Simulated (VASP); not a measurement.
**BeTe: relaxation of cell and atoms with LDA**

Crystal: BeTe.

```xyz
2
Lattice="0.0000 2.7772 2.7772 2.7772 0.0000 2.7772 2.7772 2.7772 0.0000" Properties=species:S:1:pos:R:3 pbc="T T T"
Be    0.0000    0.0000    0.0000
Te    4.1658    4.1658    4.1658
```

```
Program                : VASP 6.6.1
Task                   : relaxation of cell and atoms
Functional             : LDA
Potentials or basis    : VASP PAW LDA potentials, release 64 (Be, Te)
Cutoff                 : 600 eV
k mesh                 : 8 × 8 × 8
Occupations            : gaussian, width 0.01 eV
Spin                   : no spin polarisation
Target pressure        : 15 GPa
Dipole correction      : no
Further INCAR settings : ALGO = Normal; EDIFF = 1e-07; IBRION = 2; EDIFFG = -0.002; NSW = 100; ISIF = 3
```

| Item | Value |
| --- | --- |
| Relaxed volume | 18.18 Å³/atom |
| Relaxed cell | a = 3.719 Å, b = 3.719 Å, c = 3.719 Å, α = 60.00°, β = 60.00°, γ = 60.00° |
| Space group after relaxing (to 0.05 Å) | F-43m (No. 216) |
| Energy change on relaxing (the enthalpy is what falls) | +135.5 meV/atom |
| Ionic steps | 5 |
| Pressure after relaxing | 15.0 GPa |
| Band gap on the k mesh | 1.31 eV, indirect (least direct gap 3.35 eV) |

Step by step:
```csv
step,energy change (eV),largest force (eV/Å),pressure (GPa),volume (Å³)
1,0.0000,0.0000,0.28,42.84
2,0.9649,0.0000,35.29,31.76
3,0.2607,0.0000,14.64,36.47
4,0.2719,0.0000,15.02,36.35
5,0.2709,0.0000,14.99,36.36
```

Final structure:
```cif
data_structure
_symmetry_space_group_name_H-M 'P 1'
_symmetry_Int_Tables_number 1
_cell_length_a 3.7187
_cell_length_b 3.7187
_cell_length_c 3.7187
_cell_angle_alpha 60.000
_cell_angle_beta 60.000
_cell_angle_gamma 60.000
_cell_volume 36.36
loop_
_atom_site_label
_atom_site_type_symbol
_atom_site_fract_x
_atom_site_fract_y
_atom_site_fract_z
_atom_site_occupancy
Be1 Be 0.00000 0.00000 0.00000 1
Te1 Te 0.75000 0.75000 0.75000 1
```

Levels at points of the mesh, in eV from the valence-band top:
```
           k point  band 1  band 2  band 3  band 4  band 5  band 6  band 7  band 8
(0.00, 0.00, 0.00)  -13.86    0.00    0.00    0.00    3.35    3.35    3.35    5.35
(0.50, 0.00, 0.00)  -11.95   -7.00   -1.53   -1.53    3.66    4.41    4.41    7.47
(0.50, 0.50, 0.00)  -11.24   -6.30   -3.51   -3.51    1.31    2.31   10.91   10.91
```

Run time: 13 s on 1 thread of Intel(R) Xeon(R) 6975P-C (Granite Rapids), on a shared host, peak memory 0.16 GiB.

Caveat: the cell is relaxed towards a set pressure, so the enthalpy falls and the energy may rise; the volume moved by over 15 % at a fixed basis, so the end points are rough; spin-orbit coupling is left out, which moves the levels of the heavy elements. A k mesh can miss the band edges.
